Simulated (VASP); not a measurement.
# Bi6O (R-3) in VASP: further runs

Bi6O is run at these levels: PBE; tasks: single point.

Everything below comes from runs of VASP 6.6.1. Logs are shortened: lines on timing, memory, paths and dates and some standing lists are left out, and cuts for length are marked.

## 1. The cell of the first run

The structure is trigonal, space group R-3 (No. 148). Conventional cell: a = 6.244 Å, b = 6.244 Å, c = 17.206 Å, α = 90.00°, β = 90.00°, γ = 120.00°. Bi (site symmetry 1) has 1 O at 2.67 Å and 5 Bi at 3.39 to 3.49 Å within 3.5 Å. O (site symmetry -3) has 6 Bi at 2.67 Å within 3.5 Å.

## 2. Single point, PBE

Input file INCAR:

```
PREC = Accurate
ENCUT = 520
EDIFF = 1E-7
ISMEAR = 0
SIGMA = 0.2
LREAL = F
LASPH = T
NELM = 80
ALGO = Normal
ISIF = 2
LWAVE = F
LCHARG = F
GGA = PE
NBANDS = 57
```

Input file KPOINTS:

```
Automatic mesh
0
Gamma
  6 6 6
```

Input file POSCAR:

```
Bi6O
1.0
   -3.1220421801      5.4075356792      0.0000000000
   -6.2440843601      0.0000000000      0.0000000000
   -3.1220421801      1.8025118931      5.7352247943
Bi O
6 1
Direct
    0.5547862486      0.2721549810      0.2526449361
    0.2721549810      0.9204138343      0.2526449361
    0.9204138343      0.5547862486      0.2526449361
    0.0795861657      0.4452137514      0.7473550639
    0.7278450190      0.0795861657      0.7473550639
    0.4452137514      0.7278450190      0.7473550639
    1.0000000000      1.0000000000      0.0000000000
```

Potentials or basis: VASP PAW PBE potentials, release 64 (Bi_d, O).

Run with:

```bash
$ cat potpaw_PBE.64/Bi_d/POTCAR potpaw_PBE.64/O/POTCAR > POTCAR
$ mpirun -np 1 vasp_std > vasp.out
```

OUTCAR:

```text
PREC = Accurate
   ENCUT = 520
   EDIFF = 1E-7
   ISMEAR = 0
   LREAL = F
   LASPH = T
   NELM = 80
   ISIF = 2
   GGA = PE

 ion  position               nearest neighbor table
   1  0.555  0.272  0.253-   7 2.67   6 3.39   3 3.44   2 3.44   4 3.49   5 3.49   2 3.52   3 3.52
                             6 3.60   4 3.66   5 3.66   3 3.88   2 3.88
   2  0.272  0.920  0.253-   7 2.67   5 3.39   3 3.44   1 3.44   4 3.49   6 3.49   1 3.52   3 3.52
                             5 3.60   4 3.66   6 3.66   1 3.88   3 3.88
   3  0.920  0.555  0.253-   7 2.67   4 3.39   2 3.44   1 3.44   6 3.49   5 3.49   2 3.52   1 3.52
                             4 3.60   6 3.66   5 3.66   1 3.88   2 3.88
   4  0.080  0.445  0.747-   7 2.67   3 3.39   5 3.44   6 3.44   1 3.49   2 3.49   5 3.52   6 3.52
                             3 3.60   1 3.66   2 3.66   6 3.88   5 3.88
   5  0.728  0.080  0.747-   7 2.67   2 3.39   4 3.44   6 3.44   3 3.49   1 3.49   6 3.52   4 3.52
                             2 3.60   3 3.66   1 3.66   6 3.88   4 3.88
   6  0.445  0.728  0.747-   7 2.67   1 3.39   4 3.44   5 3.44   3 3.49   2 3.49   5 3.52   4 3.52
                             1 3.60   3 3.66   2 3.66   4 3.88   5 3.88
   7  0.000  0.000  0.000-   1 2.67   6 2.67   4 2.67   3 2.67   5 2.67   2 2.67

  LATTYP: Found a trigonal (rhomboedric) cell.
 ALAT       =     6.7741420076
 COS(alpha) =     0.5751858883

  Lattice vectors:

 A1 = (  -0.0000000000,  -3.6050237861,   5.7352247943)
 A2 = (   3.1220421800,   1.8025118931,   5.7352247943)
 A3 = (  -3.1220421801,   1.8025118931,   5.7352247943)

Analysis of symmetry for initial positions (statically):
=====================================================================
 Subroutine PRICEL returns:
 Original cell was already a primitive cell.

 Routine SETGRP: Setting up the symmetry group for a
 trigonal (rhombohedral) supercell.

 Subroutine GETGRP returns: Found  6 space group operations
 (whereof  6 operations were pure point group operations)
 out of a pool of 12 trial point group operations.

The static configuration has the point symmetry S_6 .

Analysis of symmetry for dynamics (positions and initial velocities):
=====================================================================
 Subroutine PRICEL returns:
 Original cell was already a primitive cell.

 Routine SETGRP: Setting up the symmetry group for a
 trigonal (rhombohedral) supercell.

 Subroutine GETGRP returns: Found  6 space group operations
 (whereof  6 operations were pure point group operations)
 out of a pool of 12 trial point group operations.

The dynamic configuration has the point symmetry S_6 .

 Subroutine INISYM returns: Found  6 space group operations
 (whereof  6 operations are pure point group operations),
 and found     1 'primitive' translations

[... 109 lines left out ...]
   NFREE  =      0    steps in history (QN), initial steepest desc. (CG)
   ISIF   =      2    stress and relaxation
   ISYM   =      2    0-nonsym 1-usesym 2-fastsym
   POTIM  = 0.5000    time-step for ionic-motion
   TEBEG  =    0.0;   TEEND  =   0.0 temperature during run
   PSTRESS=    0.0 pullay stress
   NELECT =      96.0000    total number of electrons
   NUPDOWN=      -1.0000    fix difference up-down
   EMIN   =  10.00;   EMAX   =-10.00  energy-range for DOS
   EFERMI =   0.00;   METHOD = LEGACY
   ISMEAR =     0;   SIGMA  =   0.20  broadening in eV -4-tet -1-fermi 0-gaus
   EFERMI_NEDOS =   21; number of points for ismear=-14 and -15
   IALGO  =     38    algorithm
   IMIX   =      4    mixing-type and parameters
     AMIX     =   0.40;   BMIX     =  1.00
     AMIX_MAG =   1.60;   BMIX_MAG =  1.00
  volume/ion in A,a.u.               =      27.66       186.69
  Fermi-wavevector in a.u.,A,eV,Ry     =   1.295664  2.448450 22.840713  1.678745
  Thomas-Fermi vector in A             =   2.427169
   LORBIT       =      0    0 simple, 1 ext, 2 COOP (PROOUT), +10 PAW based schemes
   GGA     = PE    functional components
   LHFCALC =     F    Hartree Fock is set to
   AEXX    =    0.0000 exact exchange contribution
   IVDW    =     0    specifies the selected vdW correction
   LEPSILON=     F    determine dielectric tensor
   LRPA    =     F    only Hartree local field effects (RPA)
 non-spin polarized calculation
 Gauss-broadening in eV      SIGMA  =   0.20
  energy-cutoff  :      520.00
  volume of cell :      193.65
 maximum number of plane-waves:      5242
 NGX is ok and might be reduce to    48

 number of electron      96.0000002 magnetization

 Free energy of the ion-electron system (eV)
  ---------------------------------------------------
  ext. energy  EPLUGINS =         0.00000000
  ---------------------------------------------------
  free energy    TOTEN  =       -28.65384152 eV

  energy without entropy =      -28.58529107  energy(sigma->0) =      -28.61956630

 E-fermi :   7.9020     XC(G=0): -10.3466

 val. band max:        7.8815974700   @ k =   0.5000   0.1667   0.0000
 cond. band min:       7.9066688415   @ k =  -0.1667  -0.1667   0.3333
 fundamental gap:      0.0250713715
 Fermi energy:         7.9019687858

 k-point     1 :       0.0000    0.0000    0.0000
  band No.  band energies     occupation
      1     -15.2933      2.00000
      2     -15.2933      2.00000
      3     -15.2926      2.00000
      4     -15.2923      2.00000
      5     -15.2923      2.00000
      6     -15.2872      2.00000
[... 1429 lines left out ...]
     56      11.0746      0.00000
     57      11.5232      0.00000

 [... further k-points ...]
[... 5 lines left out ...]
  --------------------------------------------------------------------------------------
  -------------------------------------------------------------------------------------
  Total       -0.0589446     -0.0589446     -0.0673805      0.0000001     -0.0000000      0.0000000
  in kB       -0.4876810     -0.4876810     -0.5574758      0.0000004     -0.0000000      0.0000000
  external PRESSURE =      -0.5109459 kB  Pullay stress =       0.0000000 kB

 VOLUME and BASIS-vectors are now :
 -----------------------------------------------------------------------------
  energy-cutoff  :      520.00
  volume of cell :      193.65
      direct lattice vectors                 reciprocal lattice vectors
    -3.122042180  5.407535679  0.000000000     0.000000000  0.184927120 -0.058120361
    -6.244084360  0.000000000  0.000000000    -0.160151584 -0.092463560 -0.058120361
    -3.122042180  1.802511893  5.735224794     0.000000000  0.000000000  0.174361082

 POSITION                                       TOTAL-FORCE (eV/Angst)
 -----------------------------------------------------------------------------------
     -4.22019      3.45542      1.44898         0.001573      0.003210      0.008807
     -7.38559      1.92708      1.44898         0.001993     -0.002967      0.008807
     -7.12647      5.43257      1.44898        -0.003566     -0.000242      0.008807
     -5.36170      1.77748      4.28625         0.003566      0.000242     -0.008807
     -5.10258      5.28296      4.28625        -0.001993      0.002967     -0.008807
     -8.26798      3.75463      4.28625        -0.001573     -0.003210     -0.008807
      0.00000      0.00000      0.00000         0.000000      0.000000      0.000000
 -----------------------------------------------------------------------------------
    total drift:                               -0.000000     -0.000000     -0.000000

  FREE ENERGIE OF THE ION-ELECTRON SYSTEM (eV)
  ---------------------------------------------------
  free  energy   TOTEN  =       -28.6538415193 eV

  energy  without entropy=      -28.5852910744  energy(sigma->0) =      -28.61956630
```

OSZICAR:

```text
N       E                     dE             d eps       ncg     rms          rms(c)
DAV:   1     0.125406635800E+04    0.12541E+04   -0.48489E+04  4568   0.212E+03
[... 10 lines left out ...]
DAV:  12    -0.286552972223E+02   -0.58487E-03   -0.33411E-03  6566   0.230E-01    0.333E-01
DAV:  13    -0.286542880406E+02    0.10092E-02   -0.60047E-04  5697   0.107E-01    0.209E-01
DAV:  14    -0.286539082668E+02    0.37977E-03   -0.11795E-03  4841   0.106E-01    0.818E-02
DAV:  15    -0.286538743965E+02    0.33870E-04   -0.87062E-05  6511   0.310E-02    0.543E-02
DAV:  16    -0.286538617875E+02    0.12609E-04   -0.13153E-05  4808   0.162E-02    0.419E-02
DAV:  17    -0.286538402380E+02    0.21550E-04   -0.57334E-05  4037   0.261E-02    0.394E-03
DAV:  18    -0.286538415547E+02   -0.13168E-05   -0.13798E-05  4224   0.113E-02    0.299E-03
DAV:  19    -0.286538415193E+02    0.35436E-07   -0.44203E-07  4755   0.278E-03
   1 F= -.28653842E+02 E0= -.28619566E+02  d E =-.685504E-01
```

It took 5 min on 1 thread of Intel Xeon 6975P-C (Granite Rapids), shared host; peak memory 0.52 GiB.

What came out:

```yaml
Free_energy: -28.6538 eV
Pressure: -0.1 GPa
Largest_force: 0.010 eV/Å
Band_gap_on_the_k_mesh: zero (band 48 reaches 8.24 eV, above the bottom of band 49 at 7.54 eV)
```

Forces on the atoms (eV/Å):
```
Bi   0.002  0.003  0.009
Bi   0.002 -0.003  0.009
Bi  -0.004  0.000  0.009
Bi   0.004  0.000 -0.009
Bi  -0.002  0.003 -0.009
Bi  -0.002 -0.003 -0.009
O    0.000  0.000  0.000
```

Caveat: spin-orbit coupling is left out, which moves the levels of the heavy elements.

## 3. Single point, PBE

This run uses another cell than the first one, of the same volume but with other edges.

Input file INCAR:

```
PREC = Accurate ; ENCUT = 520
EDIFF = 1E-6 ; ISMEAR = 0
SIGMA = 0.1 ; LREAL = False
LASPH = True ; NELM = 80
ALGO = Normal ; ISIF = 2
LWAVE = False ; LCHARG = True
GGA = PE ; LELF = True
LVHAR = True ; NBANDS = 57
```

Input file KPOINTS:

```
regular mesh
0
Gamma
  6 6 6
```

Input file POSCAR:

```
Bi6O
1.0
    3.1224491947      1.8027468831      5.7338728547
   -3.1224491947      1.8027468831      5.7338728547
    0.0000000000     -3.6054937662      5.7338728547
Bi O
6 1
Direct
    0.7278666364      0.0797296243      0.4451275390
    0.0797296243      0.4451275390      0.7278666364
    0.4451275390      0.7278666364      0.0797296243
    0.5548724610      0.2721333636      0.9202703757
    0.9202703757      0.5548724610      0.2721333636
    0.2721333636      0.9202703757      0.5548724610
    0.0000000000      0.0000000000      0.0000000000
```

Potentials or basis: VASP PAW PBE potentials, release 64 (Bi_d, O).

Run with:

```bash
$ cat potpaw_PBE.64/Bi_d/POTCAR potpaw_PBE.64/O/POTCAR > POTCAR
$ mpirun -np 1 vasp_std > vasp.out
```

OUTCAR:

```text
PREC = Accurate
   ENCUT = 520
   EDIFF = 1E-6
   ISMEAR = 0
   LREAL = False
   LASPH = True
   NELM = 80
   ISIF = 2
   GGA = PE

 ion  position               nearest neighbor table
   1  0.728  0.080  0.445-   7 2.67   6 3.39   2 3.44   3 3.44   4 3.49   5 3.49   2 3.51   3 3.51
                             6 3.60   5 3.66   4 3.66   3 3.88   2 3.88
   2  0.080  0.445  0.728-   7 2.67   5 3.39   1 3.44   3 3.44   4 3.49   6 3.49   1 3.51   3 3.51
                             5 3.60   6 3.66   4 3.66   3 3.88   1 3.88
   3  0.445  0.728  0.080-   7 2.67   4 3.39   2 3.44   1 3.44   5 3.49   6 3.49   1 3.51   2 3.51
                             4 3.60   6 3.66   5 3.66   2 3.88   1 3.88
[... 1657 lines left out ...]
  Total       -0.0874047     -0.0874047     -0.0902463     -0.0000000      0.0000000      0.0000000
  in kB       -0.7231293     -0.7231293     -0.7466385     -0.0000003      0.0000000      0.0000000
  external PRESSURE =      -0.7309657 kB  Pullay stress =       0.0000000 kB

 VOLUME and BASIS-vectors are now :
 -----------------------------------------------------------------------------
  energy-cutoff  :      520.00
  volume of cell :      193.66
      direct lattice vectors                 reciprocal lattice vectors
     3.122449195  1.802746883  5.733872855     0.160130708  0.092451507  0.058134064
    -3.122449195  1.802746883  5.733872855    -0.160130708  0.092451507  0.058134064
     0.000000000 -3.605493766  5.733872855     0.000000000 -0.184903015  0.058134064

 POSITION                                       TOTAL-FORCE (eV/Angst)
 -----------------------------------------------------------------------------------
      2.02377     -0.14901      7.18296        -0.001078     -0.003177      0.002011
     -1.14094     -1.67813      7.18296        -0.002212      0.002522      0.002011
     -0.88284      1.82715      7.18296         0.003291      0.000655      0.002011
      0.88284     -1.82715     10.01866        -0.003291     -0.000655     -0.002011
      1.14094      1.67813     10.01866         0.002212     -0.002522     -0.002011
     -2.02377      0.14901     10.01866         0.001078      0.003177     -0.002011
      0.00000      0.00000      0.00000        -0.000000     -0.000000      0.000000
 -----------------------------------------------------------------------------------
    total drift:                               -0.000000     -0.000000      0.000000

  FREE ENERGIE OF THE ION-ELECTRON SYSTEM (eV)
  ---------------------------------------------------
  free  energy   TOTEN  =       -28.6289170428 eV

  energy  without entropy=      -28.6132852154  energy(sigma->0) =      -28.62110113
```

It took 6.1 min on 1 thread of Intel Xeon 6975P-C (Granite Rapids), shared host; peak memory 0.53 GiB.

Results:

```
Free energy            : -28.6289 eV
Pressure               : -0.1 GPa
Largest force          : 0.004 eV/Å
Band gap on the k mesh : zero (band 48 reaches 8.24 eV, above the bottom of band 49 at 7.54 eV)
```

Forces in eV/Å, atoms in the order of the input:
```
Bi  -0.001 -0.003  0.002
Bi  -0.002  0.003  0.002
Bi   0.003  0.001  0.002
Bi  -0.003 -0.001 -0.002
Bi   0.002 -0.003 -0.002
Bi   0.001  0.003 -0.002
O    0.000  0.000  0.000
```

Caveat: spin-orbit coupling is left out, which moves the levels of the heavy elements.

## 4. Single point, PBE

This run uses another cell than the first one, of the same volume but with other edges.

Input file INCAR:

```
PREC     = Accurate       # precision mode
ENCUT    = 520            # plane-wave cutoff, eV
EDIFF    = 1E-7           # SCF threshold, eV
ISMEAR   = 0              # smearing method
SIGMA    = 0.1            # smearing width, eV
LREAL    = F              # projectors in reciprocal space
LASPH    = T              # aspherical terms in the spheres
NELM     = 80             # most SCF steps
ALGO     = Normal         # electronic algorithm
ISIF     = 2              # what is computed and relaxed
LWAVE    = F              # write WAVECAR
LCHARG   = F              # write CHGCAR
GGA      = PE             # functional
NBANDS   = 57             # bands
```

KPOINTS is that of step 3.

Input file POSCAR:

```
Bi6O
1.0
    3.1220421801      1.8025118931      5.7352247943
   -3.1220421801      1.8025118931      5.7352247943
    0.0000000000     -3.6050237862      5.7352247943
Bi O
6 1
Direct
    0.7278450190      0.0795861657      0.4452137514
    0.0795861657      0.4452137514      0.7278450190
    0.4452137514      0.7278450190      0.0795861657
    0.5547862486      0.2721549810      0.9204138343
    0.9204138343      0.5547862486      0.2721549810
    0.2721549810      0.9204138343      0.5547862486
    0.0000000000      0.0000000000      0.0000000000
```

Run with:

```bash
$ cat potpaw_PBE.64/Bi_d/POTCAR potpaw_PBE.64/O/POTCAR > POTCAR
$ mpirun -np 1 vasp_std > vasp.out
```

Run time: 10 min. Hardware: 1 thread of Intel Xeon Platinum 8259CL at 2.50GHz (Skylake/Cascade Lake), shared host; peak memory 0.54 GiB.

Results (log left out):

```
Free energy            : -28.6289 eV
Pressure               : -0.1 GPa
Largest force          : 0.004 eV/Å
Band gap on the k mesh : zero (band 48 reaches 8.24 eV, above the bottom of band 49 at 7.54 eV)
```

Forces on the atoms (eV/Å):
```
Bi  -0.002 -0.001  0.003
Bi   0.000  0.002  0.003
Bi   0.002 -0.001  0.003
Bi  -0.002  0.001 -0.003
Bi   0.000 -0.002 -0.003
Bi   0.002  0.001 -0.003
O    0.000  0.000  0.000
```

Levels at points of the mesh, in eV from the Fermi level:
```
           k point  band 45  band 46  band 47  band 48  band 49  band 50  band 51  band 52
(0.00, 0.00, 0.00)    -3.23    -1.17    -1.17    -0.24     0.43     1.62     1.62     2.36
(0.50, 0.00, 0.00)    -1.61    -1.04    -0.69    -0.34     0.35     0.84     1.11     1.62
(0.50, 0.50, 0.00)    -1.64    -1.41    -0.81    -0.73     0.16     0.19     0.68     0.98
(0.50, 0.50, 0.50)    -1.50    -1.50    -1.29    -1.13    -0.39     0.00     0.00     1.58
```

Caveat: spin-orbit coupling is left out, which moves the levels of the heavy elements.

## 5. Overview

| cell | smearing | gap on the mesh (eV) | pressure (GPa) |
| --- | --- | --- | --- |
| a = 6.244, b = 6.244, c = 6.774 Å, angles 62.6, 62.6, 60.0°, 7 atoms | gaussian 0.2 eV | none | -0.1 |
| a = 6.773 Å, angles 54.9°, 7 atoms | gaussian 0.1 eV | none | -0.1 |
| a = 6.774 Å, angles 54.9°, 7 atoms | gaussian 0.1 eV | none | -0.1 |

Alike in all rows: task single point; level PBE; potentials or basis VASP PAW PBE potentials, release 64 (Bi_d, O); no spin polarisation; k mesh 6 × 6 × 6; cutoff (eV) 520.

Caveats: spin-orbit coupling is left out, which moves the levels of the heavy elements.

Total energies depend on the potentials used, so only differences within one code and one set of settings carry meaning.
